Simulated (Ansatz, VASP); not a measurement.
One calculation of HfSiO4, two programs

The input INCAR:

```
SYSTEM = HfSiO4
ALGO = Normal
EDIFF = 1E-6
ENCUT = 520
GGA = PE
ISIF = 2
ISMEAR = -1
LASPH = .True.
LCHARG = .False.
LREAL = .False.
LWAVE = .False.
NBANDS = 50
NELM = 60
PREC = Accurate
SIGMA = 0.02
```

KPOINTS

```
k-points
0
Gamma
  6 6 6
  0 0 0
```

File POSCAR:

```
HfSiO4
1.0
   -3.2908231527      3.2908231527      2.9260535667
    3.2908231527     -3.2908231527      2.9260535667
    3.2908231527      3.2908231527     -2.9260535667
Hf Si O
2 2 8
Direct
    0.0000000000      0.0000000000      0.0000000000
    0.7500000000      0.2500000000      0.5000000000
    0.2500000000      0.7500000000      0.5000000000
    0.5000000000      0.5000000000      0.0000000000
    0.1345416087      0.3195936553      0.8149479534
    0.0695936553      0.7546457019      0.6850520466
    0.0695936553      0.3845416087      0.3149479534
    0.5046457019      0.3195936553      0.1850520466
    0.6804063447      0.4953542981      0.8149479534
    0.6154583913      0.9304063447      0.6850520466
    0.2453542981      0.9304063447      0.3149479534
    0.6804063447      0.8654583913      0.1850520466
```

Input for Ansatz:

```yaml
crystal:
  lattice:
    - [-3.2908231527, 3.2908231527, 2.9260535667]
    - [3.2908231527, -3.2908231527, 2.9260535667]
    - [3.2908231527, 3.2908231527, -2.9260535667]
  atoms:
    - { symbol: Hf, position: [0.0, 0.0, 0.0] }
    - { symbol: Hf, position: [0.75, 0.25, 0.5] }
    - { symbol: Si, position: [0.25, 0.75, 0.5] }
    - { symbol: Si, position: [0.5, 0.5, 0.0] }
    - { symbol: O, position: [0.1345416087, 0.3195936553, 0.8149479534] }
    - { symbol: O, position: [0.0695936553, 0.7546457019, 0.6850520466] }
    - { symbol: O, position: [0.0695936553, 0.3845416087, 0.3149479534] }
    - { symbol: O, position: [0.5046457019, 0.3195936553, 0.1850520466] }
    - { symbol: O, position: [0.6804063447, 0.4953542981, 0.8149479534] }
    - { symbol: O, position: [0.6154583913, 0.9304063447, 0.6850520466] }
    - { symbol: O, position: [0.2453542981, 0.9304063447, 0.3149479534] }
    - { symbol: O, position: [0.6804063447, 0.8654583913, 0.1850520466] }
kpoints:
  mp_grid: { grid: [6, 6, 6] }
  band_path:
    path:
      - [0.0, 0.0, 0.0]
      - [0.0, 0.0, 0.5]
      - [-0.5, 0.5, 0.5]
      - [0.4557990254, 0.4557990254, -0.4557990254]
      - [-0.4557990254, 0.5442009746, 0.4557990254]
      - [0.25, 0.25, 0.25]
      - [0.0, 0.5, 0.0]
      - [0.1666666667, 0.1666666667, 0.1666666667]
      - [0.083333, 0.083333, -0.083333]
      - [0.192708, 0.333333, 0.234375]
    npoints: 1
hamiltonian:
  xc: pbe
scf:
  occupations: { method: fermi_dirac, width: 0.02 }
  n_extra_bands: 7
output:
  forces: true
  stress: true
  eigenvalues: true
```

Change from the starting cell: uniaxial_z strain -2.0%.

Alike in both runs: task single point; functional PBE; k mesh 6 × 6 × 6; occupations fermi-dirac, width 0.02 eV; no spin polarisation.

```csv
,VASP,Ansatz
version,VASP 6.6.1,Ansatz 0.2.0
potentials or method,"VASP PAW PBE potentials, release 64 (Hf_pv, Si, O)","plane waves, PAW"
plane-wave cutoff (eV),520,420
valence electrons in the cell,76,108
```

Ansatz gave:

| Property | Result |
| --- | --- |
| gap on the k mesh at the Fermi level (eV) | 5.54 |
| pressure (GPa) | 12.1 |
| traceless stress, the component that is largest in VASP (GPa) | 5.15 |
| rms of the force components (eV/Å) | 0.138 |

Task: What did VASP give for the same quantities?

Result: gap on the k mesh at the Fermi level (eV): 5.49; pressure (GPa): 10.4; traceless stress, the component that is largest in VASP (GPa): 5.39; rms of the force components (eV/Å): 0.231.

Atom by atom the forces differ by 0.094 eV/Å (rms over components). VASP's potentials hold 76 valence electrons a cell and Ansatz's 108, so a difference there can come from the potentials and not from the codes.

Spin-orbit coupling is off throughout.
